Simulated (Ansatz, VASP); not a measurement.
## SiO2 in VASP and in Ansatz

```xyz
6
Lattice="-1.6562 1.6562 4.6418 1.6562 -1.6562 4.6418 1.6562 1.6562 -4.6418" Properties=species:S:1:pos:R:3 pbc="T T T"
Si    0.0000    0.0000    0.0000
Si    0.0000    1.6562    2.3209
O     0.0000    0.0000    7.4512
O     0.0000    1.6562    4.1532
O     0.0000    1.6562    0.4885
O     0.0000    0.0000    1.8324
```

Alike in both runs: task single point; functional PBE; k mesh 8 × 8 × 8; occupations gaussian, width 0.1 eV; no spin polarisation.

|  | VASP | Ansatz |
| --- | --- | --- |
| version | VASP 6.6.1 | Ansatz 0.2.0 |
| potentials or method | VASP PAW PBE potentials, release 64 (Si, O), cutoff 520 eV | scalar-relativistic, plane waves, PAW |
| valence electrons in the cell | 32 | 32 |

Ansatz gave:

* gap on the k mesh at the Fermi level (eV): 6.45
* least direct gap on the mesh (eV): 6.79
* pressure (GPa): 19.8
* traceless stress, the component that is largest in VASP (GPa): -17.50
* rms of the force components (eV/Å): 0.545

Q: What did VASP give for the same quantities?

A: gap on the k mesh at the Fermi level (eV): 6.45; least direct gap on the mesh (eV): 6.79; pressure (GPa): 19.9; traceless stress, the component that is largest in VASP (GPa): -17.44; rms of the force components (eV/Å): 0.538.

Atom by atom the forces differ by 0.007 eV/Å (rms over components). The functional is the same, so the differences come from potentials, cutoffs and numerics.
